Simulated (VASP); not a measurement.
Input of a VASP 6.6.1 run:

File INCAR:

```
SYSTEM = SnO
PREC = Accurate
ENCUT = 520
EDIFF = 1E-7
ISMEAR = 0
SIGMA = 0.05
LREAL = .FALSE.
LASPH = .TRUE.
NELM = 80
ALGO = Normal
ISIF = 2
LWAVE = .FALSE.
LCHARG = .TRUE.
GGA = PE
LELF = .TRUE.
LVHAR = .TRUE.
NBANDS = 28
```

KPOINTS

```
Automatic mesh
0
G
  10 10 8
  0 0 0
```

The input POSCAR:

```
SnO
1.0
    3.8671579472      0.0000000000      0.0000000000
    0.0000000000      3.8671579472      0.0000000000
    0.0000000000      0.0000000000      5.0719346970
Sn O
2 2
Direct
   -0.0431065920      0.4568934080      0.2284856918
    0.5431065920      0.0431065920      0.7715143082
    0.0046441700     -0.0046441700      0.0000000000
    0.4953558300      0.5046441700      0.0000000000
```

Potentials or basis: VASP PAW PBE potentials, release 64 (Sn_d, O).

Run with:

```console
$ cat potpaw_PBE.64/Sn_d/POTCAR potpaw_PBE.64/O/POTCAR > POTCAR
$ mpirun -np 1 vasp_std > vasp.out
```

(1) What does it give for the largest force?

(2) Estimate the pressure.

(3) Estimate the band gap on the k mesh.

## Answers

(1) 1.363 eV/Å.

(2) 2.6 GPa.

(3) 0.58 eV (least direct gap 1.83 eV).

Caveat: the cell differs from its parent crystal (atoms displaced along several vibrational modes); semilocal functionals underestimate gaps, and a narrow one can read as zero; spin-orbit coupling is left out, which moves the levels of the heavy elements; forces of over 1 eV/Å act on the atoms, so gaps and moduli don't describe the material at rest.
